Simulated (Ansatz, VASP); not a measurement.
# One calculation of Ca, two programs

```
Ca
1.0
    -3.30146    3.30258    1.77295
     3.30258   -3.30146    1.77295
     3.30010    3.30010   -1.77090
Ca
2
Cartesian
  -3.3014 3.3025 1.7730
  -0.0005 3.3017 0.8875
```

Alike in both runs: task single point; functional BLYP; k mesh 11 × 11 × 7; occupations fermi-dirac, width 0.1 eV; no spin polarisation.

|  | VASP | Ansatz |
| --- | --- | --- |
| version | VASP 6.6.1 | Ansatz 0.2.0 |
| potentials or method | VASP PAW PBE potentials, release 64 (Ca_sv), cutoff 520 eV | plane waves (420 eV) with PAW, scalar-relativistic |
| valence electrons in the cell | 20 | 20 |

|  | VASP | Ansatz | Ansatz less VASP |
| --- | --- | --- | --- |
| pressure (GPa) | 1.8 | 1.8 | 0.00 |
| traceless stress, the component that is largest in VASP (GPa) | 0.24 | 0.24 | -0.004 |

VASP's potentials were made for PBE, not for BLYP. With one functional, cell and mesh, what is left measures potentials, basis and numerics.
